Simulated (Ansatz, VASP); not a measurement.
# BN: VASP beside Ansatz

INCAR

```
SYSTEM = BN
ALGO     = Normal         ! electronic algorithm
EDIFF    = 1E-7           ! SCF threshold, eV
EDIFFG   = -0.01          ! ionic threshold
ENCUT    = 520            ! plane-wave cutoff, eV
GGA      = CA             ! functional
IBRION   = 2              ! ionic algorithm
ISIF     = 2              ! what is computed and relaxed
ISMEAR   = 0              ! smearing method
LASPH    = .TRUE.         ! aspherical terms in the spheres
LCHARG   = .FALSE.        ! write CHGCAR
LREAL    = .FALSE.        ! projectors in reciprocal space
LWAVE    = .FALSE.        ! write WAVECAR
NELM     = 80             ! most SCF steps
NSW      = 50             ! ionic steps
PREC     = Accurate       ! precision mode
SIGMA    = 0.05           ! smearing width, eV
```

File KPOINTS:

```
k-points
0
G
  12 12 4
  0 0 0
```

Contents of POSCAR:

```
BN
1.0
    2.6707478959      0.0000000000      0.0000000000
   -1.3353739480      2.1549757989      0.0000000000
    0.0000000000      0.0000000000      6.9713748937
B N
2 2
Direct
    0.3333333333      0.6666666667      0.2500000000
    0.6666666667      0.3333333333      0.7500000000
    0.3333333333      0.6666666667      0.7500000000
    0.6666666667      0.3333333333      0.2500000000
```

Input for Ansatz:

```yaml
crystal:
  lattice:
    - [2.6707478959, 0.0, 0.0]
    - [-1.335373948, 2.1549757989, 0.0]
    - [0.0, 0.0, 6.9713748937]
  atoms:
    - { symbol: B, position: [0.3333333333, 0.6666666667, 0.25] }
    - { symbol: B, position: [0.6666666667, 0.3333333333, 0.75] }
    - { symbol: "N", position: [0.3333333333, 0.6666666667, 0.75] }
    - { symbol: "N", position: [0.6666666667, 0.3333333333, 0.25] }
basis:
  ecutwfc: 520.0
kpoints:
  mp_grid: { grid: [12, 12, 4] }
hamiltonian:
  xc: lda
  pseudopotentials: { kind: paw, azcp: { folder: soft_1 } }
scf:
  occupations: { method: gaussian, width: 0.05 }
output:
  forces: true
  stress: true
  eigenvalues: true
relax:
  adjacent_minimum: "off"
  f_tol: 0.01
  max_steps: 30
```

Change from the starting cell: normal strain along x +0.0733, normal strain along z +0.0733.

Alike in both runs: task relaxation of the atoms; functional LDA; k mesh 12 × 12 × 4; occupations gaussian, width 0.05 eV; no spin polarisation.

```csv
,VASP,Ansatz
version,VASP 6.6.1,Ansatz 0.2.0
potentials or method,"VASP PAW LDA potentials, release 64 (B, N), cutoff 520 eV","scalar-relativistic, plane waves, PAW"
valence electrons in the cell,16,16
```

```csv
,VASP,Ansatz,Ansatz less VASP
"gap on the k mesh at the Fermi level, each at its own relaxed structure (eV)",3.78,3.86,+0.080
```

Ansatz warns that its potentials were made for another functional, while VASP's fit it. LDA's correlation is that of Perdew and Zunger in VASP and of Perdew and Wang (1992) in Ansatz. Ansatz's warnings: stress scf threshold loose.
